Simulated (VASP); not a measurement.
Runs of VASP 6.6.1 on FeGe. The structure is that of space group P6/mmm (No. 191), or close to it. The cells are those of the table. 

| level | potentials or basis | spin | cell | gap on the mesh (eV) | pressure (GPa) | moment (μB) |
| --- | --- | --- | --- | --- | --- | --- |
| PBE | VASP PAW PBE potentials, release 64 (Ge_d, Fe) | off | a = 4.998, b = 4.998, c = 4.116 Å, angles 90.0, 90.0, 120.0°, 6 atoms | none | -6.8 | - |
| PBE | VASP PAW PBE potentials, release 64 (Ge_d, Fe) | collinear, ferromagnetic start | a = 5.096, b = 5.096, c = 4.196 Å, angles 90.0, 90.0, 120.0°, 6 atoms | none | -9.0 | (b) |
| LDA | VASP PAW LDA potentials, release 64 (Ge_d, Fe) | collinear, ferromagnetic start | a = 4.896, b = 4.896, c = 4.032 Å, angles 90.0, 90.0, 120.0°, 6 atoms | none | -6.5 | 3.67 |
| PBEsol | VASP PAW PBE potentials, release 64 (Ge_d, Fe) | collinear, ferromagnetic start | a = 4.896, b = 4.896, c = 4.032 Å, angles 90.0, 90.0, 120.0°, 6 atoms | none | -1.5 | 4.02 |
| PBEsol | VASP PAW PBE potentials, release 64 (Ge_d, Fe) | collinear, ferromagnetic start | a = 4.930, b = 4.930, c = 4.060 Å, angles 90.0, 90.0, 120.0°, 6 atoms | none | -4.7 | (c) |
| LDA | VASP PAW LDA potentials, release 64 (Ge_d, Fe) | collinear, ferromagnetic start | a = 4.930, b = 4.930, c = 4.060 Å, angles 90.0, 90.0, 120.0°, 6 atoms | none | -9.6 | 3.76 |
| LDA | VASP PAW LDA potentials, release 64 (Ge_d, Fe) | collinear, ferromagnetic start | a = 5.096, b = 5.096, c = 4.196 Å, angles 90.0, 90.0, 120.0°, 6 atoms | none | -20.0 | 4.16 |
| PBE | VASP PAW PBE potentials, release 64 (Ge_d, Fe) | collinear, ferromagnetic start | a = 4.998, b = 4.998, c = 4.116 Å, angles 90.0, 90.0, 120.0°, 6 atoms | none | -3.9 | 4.31 |
| PBEsol | VASP PAW PBE potentials, release 64 (Ge_d, Fe) | collinear, ferromagnetic start | a = 4.897, b = 4.897, c = 3.985 Å, angles 90.0, 90.0, 120.0°, 6 atoms | none | 0.1 | 3.90 |
| PBEsol | VASP PAW PBE potentials, release 64 (Ge_d, Fe) | collinear, ferromagnetic start | a = 5.063, b = 5.063, c = 4.170 Å, angles 90.0, 90.0, 120.0°, 6 atoms | none | -13.9 | (a) |

Alike in all rows: task single point; k mesh 6 × 6 × 7; cutoff (eV) 520; smearing fermi-dirac 0.05 eV.

Task: Estimate the missing entries.

Result: (a) 4.48; (b) 5.08; (c) 4.10.

Caveats: the PAW data sets were made with another functional, which shifts forces and pressure a little (some runs).

A k mesh can miss the band edges, and the runs leave out spin-orbit coupling on Ge.

A gap of «none» marks levels without a gap at the run's occupations.
